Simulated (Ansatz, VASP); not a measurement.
**TiC: VASP beside Ansatz**

```
CELL_PARAMETERS angstrom
0.00000 2.15930 2.15930
2.15930 0.00000 2.15930
2.15930 2.15930 0.00000
ATOMIC_POSITIONS crystal
Ti 0.00000 0.00000 0.00000
C 0.50000 0.50000 0.50000
```

Alike in both runs: task relaxation of cell and atoms; functional PBE; k mesh 12 × 12 × 12; occupations fermi-dirac, width 0.1 eV; no spin polarisation.

```csv
,VASP,Ansatz
version,VASP 6.6.1,Ansatz 0.2.0
potentials or method,"VASP PAW PBE potentials, release 64 (Ti_sv, C)","PAW with Ansatz's default frozen-core files, scalar-relativistic"
plane-wave cutoff (eV),600,420
valence electrons in the cell,16,16
```

|  | VASP | Ansatz | Ansatz less VASP |
| --- | --- | --- | --- |
| relaxed volume (Å³/atom) | 10.17 | 10.17 | -0.004 |
| relaxed cell length with the largest relative difference (Å) | 3.064 | 3.064 | -0.0004 |
